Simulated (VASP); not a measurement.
# HgTe (I4/mmm) in VASP: further runs

HgTe is run at these levels: LDA; tasks: electric field gradients.

Program: VASP 6.6.1. These are calculated values, not measurements. Logs are shortened: lines on timing, memory, paths and dates and some standing lists are left out, and cuts for length are marked.

### 1 The cell of the first run

The structure is tetragonal, space group I4/mmm (No. 139). The conventional cell has a = 4.132 Å, b = 4.132 Å, c = 5.785 Å, α = 90.00°, β = 90.00°, γ = 90.00°. Within 3.8 Å of Hg (site symmetry 4/mmm) lie 6 Te at 2.89 to 2.92 Å. Te (site symmetry 4/mmm) has 6 Hg at 2.89 to 2.92 Å within 3.8 Å.

### 2 Electric field gradients, LDA (zz strain of -1 %)

INCAR reads:

```
PREC = Accurate
ENCUT = 400
EDIFF = 1E-8
ISMEAR = -1
SIGMA = 0.08
LREAL = F
LASPH = T
NELM = 120
ALGO = Normal
ISIF = 2
LWAVE = F
LCHARG = F
GGA = CA
LEFG = T
NBANDS = 16
GGA_COMPAT = F
```

KPOINTS reads:

```
regular mesh
0
Gamma
  10 10 10
```

POSCAR reads:

```
HgTe
1.0
    0.0000000000      2.9215000000      2.8922850000
    2.9215000000      0.0000000000      2.8922850000
    2.9215000000      2.9215000000      0.0000000000
Hg Te
1 1
Direct
    0.0000000000      0.0000000000      0.0000000000
    0.5000000000      0.5000000000      0.5000000000
```

Potentials or basis: VASP PAW LDA potentials, release 64 (Hg, Te).

Launch:

```console
cat potpaw_LDA.64/Hg/POTCAR potpaw_LDA.64/Te/POTCAR > POTCAR
mpirun -np 1 vasp_std > vasp.out
```

OUTCAR:

```text
PREC = Accurate
   ENCUT = 400
   EDIFF = 1E-8
   ISMEAR = -1
   LREAL = F
   LASPH = T
   NELM = 120
   ISIF = 2
   GGA = CA

 ion  position               nearest neighbor table
   1  0.000  0.000  0.000-   2 2.89   2 2.89   2 2.92   2 2.92   2 2.92   2 2.92
   2  0.500  0.500  0.500-   1 2.89   1 2.89   1 2.92   1 2.92   1 2.92   1 2.92

  LATTYP: Found a body centered tetragonal cell.
 ALAT       =     4.1316249225
 C/A-ratio  =     1.4000714267

  Lattice vectors:

 A1 = (   0.0000000000,  -2.9215000000,  -2.8922850000)
 A2 = (   0.0000000000,   2.9215000000,  -2.8922850000)
 A3 = (   2.9215000000,   0.0000000000,   2.8922850000)

Analysis of symmetry for initial positions (statically):
=====================================================================
 Subroutine PRICEL returns:
 Original cell was already a primitive cell.

 Routine SETGRP: Setting up the symmetry group for a
 body centered tetragonal supercell.

 Subroutine GETGRP returns: Found 16 space group operations
 (whereof 16 operations were pure point group operations)
 out of a pool of 16 trial point group operations.

The static configuration has the point symmetry D_4h.

Analysis of symmetry for dynamics (positions and initial velocities):
=====================================================================
 Subroutine PRICEL returns:
 Original cell was already a primitive cell.

 Routine SETGRP: Setting up the symmetry group for a
 body centered tetragonal supercell.

 Subroutine GETGRP returns: Found 16 space group operations
 (whereof 16 operations were pure point group operations)
 out of a pool of 16 trial point group operations.

The dynamic configuration has the point symmetry D_4h.

 Subroutine INISYM returns: Found 16 space group operations
 (whereof 16 operations are pure point group operations),
 and found     1 'primitive' translations

----------------------------------------------------------------------------------------

                                     Primitive cell

  volume of cell :      49.3722

  direct lattice vectors                    reciprocal lattice vectors
     0.000000000  2.921500000  2.892285000    -0.171144960  0.171144960  0.172873697
     2.921500000  0.000000000  2.892285000     0.171144960 -0.171144960  0.172873697
     2.921500000  2.921500000  0.000000000     0.171144960  0.171144960 -0.172873697

  length of vectors
     4.111018702  4.111018702  4.131624922     0.297433202  0.297433202  0.297433202

  position of ions in fractional coordinates (direct lattice)
     0.000000000  0.000000000  0.000000000
     0.500000000  0.500000000  0.500000000

  ion indices of the primitive-cell ions
   primitive index   ion index
                 1           1
                 2           2

----------------------------------------------------------------------------------------

 KPOINTS: regular mesh

Automatic generation of k-mesh.
 Grid dimensions read from file:
 generate k-points for:   10   10   10

 Generating k-lattice:

  Cartesian coordinates                     Fractional coordinates (reciprocal lattice)
    -0.017114496  0.017114496  0.017287370     0.100000000  0.000000000  0.000000000
     0.017114496 -0.017114496  0.017287370     0.000000000  0.100000000  0.000000000
     0.017114496  0.017114496 -0.017287370    -0.000000000 -0.000000000  0.100000000

  Length of vectors
     0.029743320  0.029743320  0.029743320

  Shift w.r.t. Gamma in fractional coordinates (k-lattice)
     0.000000000  0.000000000  0.000000000

 Subroutine IBZKPT returns following result:
 ===========================================

 Found    102 irreducible k-points:

 Following reciprocal coordinates:
            Coordinates               Weight
  0.000000  0.000000  0.000000      1.000000
  0.100000 -0.000000  0.000000      8.000000
  0.200000 -0.000000  0.000000      8.000000
  0.300000 -0.000000  0.000000      8.000000
  0.400000  0.000000  0.000000      8.000000
  0.500000  0.000000  0.000000      4.000000
[... 16 lines left out ...]
  0.300000  0.300000  0.000000      2.000000
  0.400000  0.300000  0.000000      8.000000
 [... further k-points ...]
   k-points           NKPTS =    102   k-points in BZ     NKDIM =    102   number of bands    NBANDS=     16
   number of dos      NEDOS =    301   number of ions     NIONS =      2
   total plane-waves  NPLWV =  21952
   dimension x,y,z NGX =    28 NGY =   28 NGZ =   28
   dimension x,y,z NGXF=    56 NGYF=   56 NGZF=   56
   ions per type =               1   1
   NGX,Y,Z   is equivalent  to a cutoff of  11.32, 11.32, 11.27 a.u.
   NGXF,Y,Z  is equivalent  to a cutoff of  22.65, 22.65, 22.53 a.u.
 SYSTEM =  unknown system
   PREC   = accura    normal or accurate (medium, high low for compatibility)
   ISTART =      0    job   : 0-new  1-cont  2-samecut
   ICHARG =      2    charge: 1-file 2-atom 10-const
   ISPIN  =      1    spin polarized calculation?
   LNONCOLLINEAR =      F non collinear calculations
   LSORBIT =      F    spin-orbit coupling
   LASPH  =      T    aspherical Exc in radial PAW
   ENCUT  =  400.0 eV  29.40 Ry    5.42 a.u.   6.70  6.70  6.74*2*pi/ulx,y,z
   NELM   =    120;   NELMIN=  2; NELMDL= -5     # of ELM steps
   EDIFF  = 0.1E-07   stopping-criterion for ELM
   LREAL  =      F    real-space projection
   EDIFFG = 0.1E-06   stopping-criterion for IOM
   NSW    =      0    number of steps for IOM
   IBRION =     -1    ionic relax: 0-MD 1-quasi-New 2-CG
   NFREE  =      0    steps in history (QN), initial steepest desc. (CG)
   ISIF   =      2    stress and relaxation
   ISYM   =      2    0-nonsym 1-usesym 2-fastsym
   POTIM  = 0.5000    time-step for ionic-motion
   TEBEG  =    0.0;   TEEND  =   0.0 temperature during run
   PSTRESS=    0.0 pullay stress
   NELECT =      18.0000    total number of electrons
   NUPDOWN=      -1.0000    fix difference up-down
   EMIN   =  10.00;   EMAX   =-10.00  energy-range for DOS
   EFERMI =   0.00;   METHOD = LEGACY
   ISMEAR =    -1;   SIGMA  =   0.08  broadening in eV -4-tet -1-fermi 0-gaus
   EFERMI_NEDOS =   21; number of points for ismear=-14 and -15
   IALGO  =     38    algorithm
   IMIX   =      4    mixing-type and parameters
     AMIX     =   0.40;   BMIX     =  1.00
     AMIX_MAG =   1.60;   BMIX_MAG =  1.00
  volume/ion in A,a.u.               =      24.69       166.59
  Fermi-wavevector in a.u.,A,eV,Ry     =   1.169512  2.210057 18.609484  1.367759
  Thomas-Fermi vector in A             =   2.305984
   LORBIT       =      0    0 simple, 1 ext, 2 COOP (PROOUT), +10 PAW based schemes
   GGA     = CA    functional components
   LHFCALC =     F    Hartree Fock is set to
   AEXX    =    0.0000 exact exchange contribution
   IVDW    =     0    specifies the selected vdW correction
   LEPSILON=     F    determine dielectric tensor
   LRPA    =     F    only Hartree local field effects (RPA)
 non-spin polarized calculation
  energy-cutoff  :      400.00
  volume of cell :       49.37
 maximum number of plane-waves:       922
   NGX = 13   NGY = 13   NGZ = 13

 number of electron      18.0000007 magnetization

 Free energy of the ion-electron system (eV)
  ---------------------------------------------------
  ext. energy  EPLUGINS =         0.00000000
  ---------------------------------------------------
  free energy    TOTEN  =        -4.88201106 eV

  energy without entropy =       -4.86971705  energy(sigma->0) =       -4.87586406

 E-fermi :   5.9144     XC(G=0): -10.7980

 val. band max:        5.8373328471   @ k =   0.5000   0.0000   0.1000
 cond. band min:       5.9969158328   @ k =  -0.3000   0.2000   0.0000
 fundamental gap:      0.1595829857
 Fermi energy:         5.9144058861

 k-point     1 :       0.0000    0.0000    0.0000
  band No.  band energies     occupation
      1      -7.2354      2.00000
      2      -1.3989      2.00000
      3      -1.3798      2.00000
      4      -1.3319      2.00000
      5      -1.3319      2.00000
      6      -1.3023      2.00000
[... 8 lines left out ...]
     15      13.8309      0.00000
     16      13.8309      0.00000

 k-point     2 :       0.1000   -0.0000    0.0000
  band No.  band energies     occupation
      1      -7.1249      2.00000
      2      -1.4479      2.00000
      3      -1.4275      2.00000
      4      -1.3452      2.00000
      5      -1.3123      2.00000
      6      -1.2911      2.00000
[... 8 lines left out ...]
     15      14.0489      0.00000
     16      14.0950      0.00000
[... 387 lines left out ...]
      5      -1.1510      2.00000
      6      -1.1510      2.00000
[... 8 lines left out ...]
     15      17.6767      0.00000
     16      18.3495      0.00000

 k-point    24 :       0.4000    0.3000    0.0000
  band No.  band energies     occupation
      1      -5.9984      2.00000
      2      -1.6091      2.00000
      3      -1.4725      2.00000
      4      -1.3461      2.00000
      5      -1.0702      2.00000
      6      -1.0647      2.00000
[... 8 lines left out ...]
     15      18.2400      0.00000
     16      18.3611      0.00000

 [... further k-points ...]
[... 5 lines left out ...]
  --------------------------------------------------------------------------------------
  -------------------------------------------------------------------------------------
  Total        1.4910804      1.4910804      1.9335809      0.0000000     -0.0000000     -0.0000000
  in kB       48.3870087     48.3870087     62.7465809      0.0000000     -0.0000000     -0.0000000
  external PRESSURE =      53.1735328 kB  Pullay stress =       0.0000000 kB

 VOLUME and BASIS-vectors are now :
 -----------------------------------------------------------------------------
  energy-cutoff  :      400.00
  volume of cell :       49.37
      direct lattice vectors                 reciprocal lattice vectors
     0.000000000  2.921500000  2.892285000    -0.171144960  0.171144960  0.172873697
     2.921500000  0.000000000  2.892285000     0.171144960 -0.171144960  0.172873697
     2.921500000  2.921500000  0.000000000     0.171144960  0.171144960 -0.172873697

 POSITION                                       TOTAL-FORCE (eV/Angst)
 -----------------------------------------------------------------------------------
      0.00000      0.00000      0.00000         0.000000      0.000000      0.000000
      2.92150      2.92150      2.89229         0.000000      0.000000      0.000000
 -----------------------------------------------------------------------------------
    total drift:                               -0.000000      0.000000      0.000000

  FREE ENERGIE OF THE ION-ELECTRON SYSTEM (eV)
  ---------------------------------------------------
  free  energy   TOTEN  =        -4.8820110619 eV

  energy  without entropy=       -4.8697170501  energy(sigma->0) =       -4.87586406

 Electric field gradients (V/A^2)
---------------------------------------------------------------------
 ion       V_xx      V_yy      V_zz      V_xy      V_xz      V_yz
---------------------------------------------------------------------
   1      10.385    10.385   -20.770     0.001     0.001     0.001
   2      -6.273    -6.273    12.546     0.000    -0.000    -0.000
---------------------------------------------------------------------

 Electric field gradients after diagonalization (V/A^2)
 (convention: |V_zz| > |V_xx| > |V_yy|)
----------------------------------------------------------------------
 ion       V_xx      V_yy      V_zz     asymmetry (V_yy - V_xx)/ V_zz
----------------------------------------------------------------------
   1      10.386    10.384   -20.770       0.000
   2      -6.273    -6.273    12.546       0.000
----------------------------------------------------------------------

           NMR quadrupolar parameters

 Cq : quadrupolar parameter    Cq=e*Q*V_zz/h
 eta: asymmetry parameters     (V_yy - V_xx)/ V_zz
 Q  : nuclear electric quadrupole moment in mb (millibarn)
----------------------------------------------------------------------
 ion       Cq(MHz)       eta       Q (mb)
----------------------------------------------------------------------
   1      -0.050       0.000       1.000
   2       0.030       0.000       1.000
----------------------------------------------------------------------
```

Wall time 75 s (1 thread of Intel Xeon 8259CL, shared host); peak memory 0.18 GiB.

Results:

* Free energy: -4.8820 eV
* Pressure: 5.3 GPa
* Band gap on the k mesh: zero (bands 9 and 10 overlap by 3.38 eV)
* Largest electric field gradient by atom: Hg -20.8; Te +12.5 V/Å²

Levels at points of the mesh, in eV from the Fermi level:
| k point | band 5 | band 6 | band 7 | band 8 | band 9 | band 10 | band 11 | band 12 | band 13 | band 14 |
| --- | --- | --- | --- | --- | --- | --- | --- | --- | --- | --- |
| (0.00, 0.00, 0.00) | -7.25 | -7.22 | -0.98 | -0.90 | -0.90 | -0.41 | 7.71 | 7.71 | 7.74 | 7.77 |
| (0.50, 0.00, 0.00) | -6.99 | -6.99 | -6.12 | 0.41 | 0.49 | 2.38 | 3.65 | 3.75 | 4.37 | 10.80 |
| (0.50, 0.50, 0.00) | -6.88 | -6.00 | -5.27 | -3.06 | -2.90 | -2.90 | 4.58 | 9.84 | 9.84 | 10.52 |
| (0.50, 0.00, 0.50) | -6.88 | -6.03 | -5.27 | -2.97 | -2.91 | -2.80 | 4.64 | 9.72 | 10.03 | 10.48 |

Electric field gradients, principal values (V/Å²):
```
atom   least  middle  greatest (by size)
1 Hg  10.384  10.386             -20.770
2 Te  -6.273  -6.273              12.546
```

Caveat: the cell differs from its parent crystal (zz strain of -1 %); the cell stands under pressure; without QUAD_EFG the Cq values of the log hold for a quadrupole moment of 1 mb, not for the nuclei; spin-orbit coupling is left out, which moves the levels of the heavy elements.

### 3 Electric field gradients, LDA (zz strain of +2 %)

INCAR reads:

```
SYSTEM = HgTe
  PREC = Accurate
  ENCUT = 400
  EDIFF = 1E-8
  ISMEAR = -1
  SIGMA = 0.08
  LREAL = .FALSE.
  LASPH = .TRUE.
  NELM = 120
  ALGO = Normal
  ISIF = 2
  LWAVE = .FALSE.
  LCHARG = .FALSE.
  GGA = CA
  LEFG = .TRUE.
  NBANDS = 16
  GGA_COMPAT = .FALSE.
```

KPOINTS reads:

```
Automatic mesh
0
G
  10 10 10
  0 0 0
```

POSCAR reads:

```
HgTe
1.0
    0.0000000000      2.9215000000      2.9799300000
    2.9215000000      0.0000000000      2.9799300000
    2.9215000000      2.9215000000      0.0000000000
Hg Te
1 1
Direct
    0.0000000000      0.0000000000      0.0000000000
    0.5000000000      0.5000000000      0.5000000000
```

Potentials or basis: VASP PAW LDA potentials, release 64 (Hg, Te).

Launch:

```console
cat potpaw_LDA.64/Hg/POTCAR potpaw_LDA.64/Te/POTCAR > POTCAR
mpirun -np 1 vasp_std > vasp.out
```

OUTCAR:

```text
SYSTEM = HgTe
   PREC = Accurate
   ENCUT = 400
   EDIFF = 1E-8
   ISMEAR = -1
   LREAL = .FALSE.
   LASPH = .TRUE.
   NELM = 120
   ISIF = 2
   GGA = CA

 ion  position               nearest neighbor table
   1  0.000  0.000  0.000-   2 2.92   2 2.92   2 2.92   2 2.92   2 2.98   2 2.98
   2  0.500  0.500  0.500-   1 2.92   1 2.92   1 2.92   1 2.92   1 2.98   1 2.98

  LATTYP: Found a body centered tetragonal cell.
 ALAT       =     4.1316249225
 C/A-ratio  =     1.4424978336

  Lattice vectors:

[... 669 lines left out ...]
  ---------------------------------------------------
  free  energy   TOTEN  =        -4.9163451529 eV

  energy  without entropy=       -4.9025315895  energy(sigma->0) =       -4.90943837

 Electric field gradients (V/A^2)
---------------------------------------------------------------------
 ion       V_xx      V_yy      V_zz      V_xy      V_xz      V_yz
---------------------------------------------------------------------
   1     -19.158   -19.158    38.316     0.001     0.000     0.000
   2      14.114    14.114   -28.227     0.000     0.000     0.000
---------------------------------------------------------------------

 Electric field gradients after diagonalization (V/A^2)
 (convention: |V_zz| > |V_xx| > |V_yy|)
----------------------------------------------------------------------
 ion       V_xx      V_yy      V_zz     asymmetry (V_yy - V_xx)/ V_zz
----------------------------------------------------------------------
   1     -19.159   -19.157    38.316       0.000
   2      14.114    14.113   -28.227       0.000
----------------------------------------------------------------------

           NMR quadrupolar parameters

 Cq : quadrupolar parameter    Cq=e*Q*V_zz/h
 eta: asymmetry parameters     (V_yy - V_xx)/ V_zz
 Q  : nuclear electric quadrupole moment in mb (millibarn)
----------------------------------------------------------------------
 ion       Cq(MHz)       eta       Q (mb)
----------------------------------------------------------------------
   1       0.093       0.000       1.000
   2      -0.068       0.000       1.000
----------------------------------------------------------------------
```

OSZICAR:

```text
N       E                     dE             d eps       ncg     rms          rms(c)
DAV:   1     0.889437198927E+02    0.88944E+02   -0.72639E+03  3352   0.815E+02
DAV:   2    -0.245214502713E+01   -0.91396E+02   -0.86132E+02  3952   0.214E+02
DAV:   3    -0.512574437495E+01   -0.26736E+01   -0.26678E+01  3960   0.377E+01
DAV:   4    -0.514424963444E+01   -0.18505E-01   -0.18504E-01  4464   0.307E+00
DAV:   5    -0.514449850031E+01   -0.24887E-03   -0.24886E-03  4032   0.290E-01    0.945E+00
DAV:   6    -0.492939803536E+01    0.21510E+00   -0.42539E-01  4144   0.896E+00    0.710E+00
DAV:   7    -0.491878493597E+01    0.10613E-01   -0.72521E-02  4024   0.190E+00    0.228E+00
DAV:   8    -0.491660468554E+01    0.21803E-02   -0.75441E-03  3688   0.103E+00    0.517E-01
DAV:   9    -0.491634548476E+01    0.25920E-03   -0.42896E-04  4424   0.224E-01    0.714E-02
DAV:  10    -0.491634464027E+01    0.84448E-06   -0.35571E-05  3952   0.496E-02    0.371E-02
DAV:  11    -0.491634542256E+01   -0.78229E-06   -0.42288E-06  4288   0.140E-02    0.122E-02
DAV:  12    -0.491634514968E+01    0.27288E-06   -0.68499E-07  3616   0.553E-03    0.625E-03
DAV:  13    -0.491634515287E+01   -0.31844E-08   -0.62240E-08  4416   0.157E-03
   1 F= -.49163452E+01 E0= -.49094384E+01  d E =-.138136E-01
```

Wall time 65 s (1 thread of Intel Xeon 8259CL, shared host); peak memory 0.18 GiB.

What came out:

| Property | Result |
| --- | --- |
| Free energy | -4.9163 eV |
| Pressure | 2.8 GPa |
| Band gap on the k mesh | zero (bands 9 and 10 overlap by 3.16 eV) |
| Largest electric field gradient by atom | Hg +38.3; Te -28.2 V/Å² |

Levels at points of the mesh, in eV from the Fermi level:
| k point | band 7 | band 8 | band 9 | band 10 | band 11 | band 12 |
| --- | --- | --- | --- | --- | --- | --- |
| (0.00, 0.00, 0.00) | -0.92 | -0.92 | -0.77 | -0.56 | 7.60 | 7.66 |
| (0.50, 0.00, 0.00) | -5.98 | 0.34 | 0.49 | 2.42 | 3.68 | 3.84 |
| (0.50, 0.50, 0.00) | -5.03 | -2.85 | -2.67 | -2.67 | 4.75 | 9.75 |
| (0.50, 0.00, 0.50) | -5.04 | -3.01 | -2.86 | -2.64 | 4.63 | 9.37 |

Electric field gradients, principal values (V/Å²):
```csv
atom,least,middle,greatest (by size)
1 Hg,-19.157,-19.159,38.316
2 Te,14.113,14.114,-28.227
```

Caveat: the cell differs from its parent crystal (zz strain of +2 %); without QUAD_EFG the Cq values of the log hold for a quadrupole moment of 1 mb, not for the nuclei; spin-orbit coupling is left out, which moves the levels of the heavy elements.
